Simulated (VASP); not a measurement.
# CdTe (Cmcm) in VASP: further runs, part 2 of 2

VASP 6.6.1. The steps go on from the part before.

**3. Single point, PBE**

INCAR

```
PREC     = Accurate       # precision mode
ENCUT    = 520            # plane-wave cutoff, eV
EDIFF    = 1E-6           # SCF threshold, eV
ISMEAR   = 0              # smearing method
SIGMA    = 0.05           # smearing width, eV
LREAL    = F              # projectors in reciprocal space
LASPH    = T              # aspherical terms in the spheres
NELM     = 60             # most SCF steps
ALGO     = Normal         # electronic algorithm
ISIF     = 2              # what is computed and relaxed
LWAVE    = F              # write WAVECAR
LCHARG   = F              # write CHGCAR
GGA      = PE             # functional
NBANDS   = 26             # bands
```

KPOINTS

```
regular mesh
0
Gamma
  6 6 5
```

POSCAR

```
CdTe
1.0
    3.0652910000     -3.0946090000      0.0000000000
    3.0652910000      3.0946090000      0.0000000000
    0.0000000000      0.0000000000      6.0906520000
Te Cd
2 2
Direct
    0.2338630000      0.7661370000      0.2500000000
    0.7661370000      0.2338630000      0.7500000000
    0.7229700000      0.2770300000      0.2500000000
    0.2770300000      0.7229700000      0.7500000000
```

Potentials or basis: VASP PAW PBE potentials, release 64 (Te, Cd).

Launch:

```
> cat potpaw_PBE.64/Te/POTCAR potpaw_PBE.64/Cd/POTCAR > POTCAR
> mpirun -np 1 vasp_std > vasp.out
```

OUTCAR:

```text
PREC = Accurate
   ENCUT = 520
   EDIFF = 1E-6
   ISMEAR = 0
   LREAL = F
   LASPH = T
   NELM = 60
   ISIF = 2
   GGA = PE

 ion  position               nearest neighbor table
   1  0.234  0.766  0.250-   3 3.03   4 3.06   4 3.06   3 3.07   3 3.07   3 3.16
   2  0.766  0.234  0.750-   4 3.03   3 3.06   3 3.06   4 3.07   4 3.07   4 3.16
   3  0.723  0.277  0.250-   1 3.03   2 3.06   2 3.06   1 3.07   1 3.07   1 3.16
   4  0.277  0.723  0.750-   2 3.03   1 3.06   1 3.06   2 3.07   2 3.07   2 3.16

  LATTYP: Found a base centered orthorhombic cell.
 ALAT       =     6.1305820000
 B/A-ratio  =     1.0095645079
 C/A-ratio  =     0.9934867522

  Lattice vectors:

 A1 = (   3.0652910000,  -3.0946090000,   0.0000000000)
 A2 = (   3.0652910000,   3.0946090000,   0.0000000000)
 A3 = (   0.0000000000,   0.0000000000,   6.0906520000)

Analysis of symmetry for initial positions (statically):
=====================================================================
 Subroutine PRICEL returns:
 Original cell was already a primitive cell.

 Routine SETGRP: Setting up the symmetry group for a
 base centered orthorhombic supercell.

 Subroutine GETGRP returns: Found  8 space group operations
 (whereof  4 operations were pure point group operations)
 out of a pool of  8 trial point group operations.

The static configuration has the point symmetry C_2h.
 The point group associated with its full space group is D_2h.

Analysis of symmetry for dynamics (positions and initial velocities):
=====================================================================
 Subroutine PRICEL returns:
 Original cell was already a primitive cell.

 Routine SETGRP: Setting up the symmetry group for a
 base centered orthorhombic supercell.

 Subroutine GETGRP returns: Found  8 space group operations
 (whereof  4 operations were pure point group operations)
 out of a pool of  8 trial point group operations.

The dynamic configuration has the point symmetry C_2h.
 The point group associated with its full space group is D_2h.

 Subroutine INISYM returns: Found  8 space group operations
 (whereof  4 operations are pure point group operations),
 and found     1 'primitive' translations

----------------------------------------------------------------------------------------

                                     Primitive cell

  volume of cell :     115.5504

  direct lattice vectors                    reciprocal lattice vectors
     3.065291000 -3.094609000  0.000000000     0.163116650 -0.161571300  0.000000000
     3.065291000  3.094609000  0.000000000     0.163116650  0.161571300  0.000000000
     0.000000000  0.000000000  6.090652000     0.000000000  0.000000000  0.164186035

  length of vectors
     4.355756396  4.355756396  6.090652000     0.229591652  0.229591652  0.164186035

  position of ions in fractional coordinates (direct lattice)
     0.233863000  0.766137000  0.250000000
     0.766137000  0.233863000  0.750000000
     0.722970000  0.277030000  0.250000000
     0.277030000  0.722970000  0.750000000

  ion indices of the primitive-cell ions
   primitive index   ion index
                 1           1
                 2           2
                 3           3
[... 23 lines left out ...]
 Subroutine IBZKPT returns following result:
 ===========================================

 Found     39 irreducible k-points:

 Following reciprocal coordinates:
            Coordinates               Weight
  0.000000  0.000000  0.000000      1.000000
  0.166667 -0.000000  0.000000      4.000000
  0.333333 -0.000000  0.000000      4.000000
  0.500000 -0.000000  0.000000      2.000000
  0.166667  0.166667  0.000000      2.000000
  0.333333  0.166667  0.000000      4.000000
[... 16 lines left out ...]
  0.333333  0.333333  0.200000      4.000000
  0.500000  0.333333  0.200000      8.000000
 [... further k-points ...]
   k-points           NKPTS =     39   k-points in BZ     NKDIM =     39   number of bands    NBANDS=     26
   number of dos      NEDOS =    301   number of ions     NIONS =      4
   total plane-waves  NPLWV =  49152
   dimension x,y,z NGX =    32 NGY =   32 NGZ =   48
   dimension x,y,z NGXF=    64 NGYF=   64 NGZF=   96
   ions per type =               2   2
   NGX,Y,Z   is equivalent  to a cutoff of  12.21, 12.21, 13.10 a.u.
   NGXF,Y,Z  is equivalent  to a cutoff of  24.43, 24.43, 26.20 a.u.
 SYSTEM =  unknown system
   PREC   = accura    normal or accurate (medium, high low for compatibility)
   ISTART =      0    job   : 0-new  1-cont  2-samecut
   ICHARG =      2    charge: 1-file 2-atom 10-const
   ISPIN  =      1    spin polarized calculation?
   LNONCOLLINEAR =      F non collinear calculations
   LSORBIT =      F    spin-orbit coupling
   LASPH  =      T    aspherical Exc in radial PAW
   ENCUT  =  520.0 eV  38.22 Ry    6.18 a.u.   8.10  8.10 11.32*2*pi/ulx,y,z
   NELM   =     60;   NELMIN=  2; NELMDL= -5     # of ELM steps
   EDIFF  = 0.1E-05   stopping-criterion for ELM
   LREAL  =      F    real-space projection
   EDIFFG = 0.1E-04   stopping-criterion for IOM
   NSW    =      0    number of steps for IOM
   IBRION =     -1    ionic relax: 0-MD 1-quasi-New 2-CG
   NFREE  =      0    steps in history (QN), initial steepest desc. (CG)
   ISIF   =      2    stress and relaxation
   ISYM   =      2    0-nonsym 1-usesym 2-fastsym
   POTIM  = 0.5000    time-step for ionic-motion
   TEBEG  =    0.0;   TEEND  =   0.0 temperature during run
   PSTRESS=    0.0 pullay stress
   NELECT =      36.0000    total number of electrons
   NUPDOWN=      -1.0000    fix difference up-down
   EMIN   =  10.00;   EMAX   =-10.00  energy-range for DOS
   EFERMI =   0.00;   METHOD = LEGACY
   ISMEAR =     0;   SIGMA  =   0.05  broadening in eV -4-tet -1-fermi 0-gaus
   EFERMI_NEDOS =   21; number of points for ismear=-14 and -15
   IALGO  =     38    algorithm
   IMIX   =      4    mixing-type and parameters
     AMIX     =   0.40;   BMIX     =  1.00
     AMIX_MAG =   1.60;   BMIX_MAG =  1.00
  volume/ion in A,a.u.               =      28.89       194.94
  Fermi-wavevector in a.u.,A,eV,Ry     =   1.109818  2.097253 16.758252  1.231697
  Thomas-Fermi vector in A             =   2.246363
   LORBIT       =      0    0 simple, 1 ext, 2 COOP (PROOUT), +10 PAW based schemes
   GGA     = PE    functional components
   LHFCALC =     F    Hartree Fock is set to
   AEXX    =    0.0000 exact exchange contribution
   IVDW    =     0    specifies the selected vdW correction
   LEPSILON=     F    determine dielectric tensor
   LRPA    =     F    only Hartree local field effects (RPA)
 non-spin polarized calculation
 Gauss-broadening in eV      SIGMA  =   0.05
  energy-cutoff  :      520.00
  volume of cell :      115.55
 maximum number of plane-waves:      3144
   NGX = 17   NGY = 17   NGZ = 23

 number of electron      36.0000000 magnetization

 Free energy of the ion-electron system (eV)
  ---------------------------------------------------
  ext. energy  EPLUGINS =         0.00000000
  ---------------------------------------------------
  free energy    TOTEN  =        -8.86674186 eV

  energy without entropy =       -8.86356716  energy(sigma->0) =       -8.86515451

 E-fermi :   3.7918     XC(G=0):  -9.6447

 val. band max:        3.7482979385   @ k =   0.3333  -0.0000   0.2000
 cond. band min:       3.8153629445   @ k =   0.5000   0.3333   0.0000
 fundamental gap:      0.0670650059
 Fermi energy:         3.7917719005

 k-point     1 :       0.0000    0.0000    0.0000
  band No.  band energies     occupation
      1      -7.6965      2.00000
      2      -6.8839      2.00000
      3      -4.5210      2.00000
      4      -4.5073      2.00000
      5      -4.4930      2.00000
      6      -4.4710      2.00000
[... 685 lines left out ...]
     25      11.2807      0.00000
     26      11.3835      0.00000

 [... further k-points ...]

------------------------ aborting loop because EDIFF is reached ----------------------------------------

  FORCE on cell =-STRESS in cart. coord.  units (eV):
  Direction    XX          YY          ZZ          XY          YZ          ZX
  --------------------------------------------------------------------------------------
  -------------------------------------------------------------------------------------
  Total       -0.0725702     -0.0739859     -0.0306286      0.0000000     -0.0000000      0.0000000
  in kB       -1.0062314     -1.0258607     -0.4246844      0.0000000     -0.0000000      0.0000000
  external PRESSURE =      -0.8189255 kB  Pullay stress =       0.0000000 kB

 VOLUME and BASIS-vectors are now :
 -----------------------------------------------------------------------------
  energy-cutoff  :      520.00
  volume of cell :      115.55
      direct lattice vectors                 reciprocal lattice vectors
     3.065291000 -3.094609000  0.000000000     0.163116650 -0.161571300  0.000000000
     3.065291000  3.094609000  0.000000000     0.163116650  0.161571300  0.000000000
     0.000000000  0.000000000  6.090652000     0.000000000  0.000000000  0.164186035

 POSITION                                       TOTAL-FORCE (eV/Angst)
 -----------------------------------------------------------------------------------
      3.06529      1.64718      1.52266         0.000000      0.003485     -0.000000
      3.06529     -1.64718      4.56799         0.000000     -0.003485     -0.000000
      3.06529     -1.38001      1.52266         0.000000     -0.041543      0.000000
      3.06529      1.38001      4.56799         0.000000      0.041543     -0.000000
 -----------------------------------------------------------------------------------
    total drift:                                0.000000      0.000000      0.000000

  FREE ENERGIE OF THE ION-ELECTRON SYSTEM (eV)
  ---------------------------------------------------
  free  energy   TOTEN  =        -8.8667418586 eV

  energy  without entropy=       -8.8635671635  energy(sigma->0) =       -8.86515451
```

Run time: 3 min. Hardware: 1 thread of Intel Xeon 6975P-C, shared host; peak memory 0.24 GiB.

Results:

| Quantity | Value |
| --- | --- |
| Free energy | -8.8667 eV |
| Pressure | -0.1 GPa |
| Largest force | 0.042 eV/Å |
| Band gap on the k mesh | zero (band 18 reaches 3.85 eV, above the bottom of band 19 at 2.53 eV) |

Forces in eV/Å, atoms in the order of the input:
```
Te   0.000  0.003  0.000
Te   0.000 -0.003  0.000
Cd   0.000 -0.042  0.000
Cd   0.000  0.042  0.000
```

Caveat: spin-orbit coupling is left out, which moves the levels of the heavy elements.
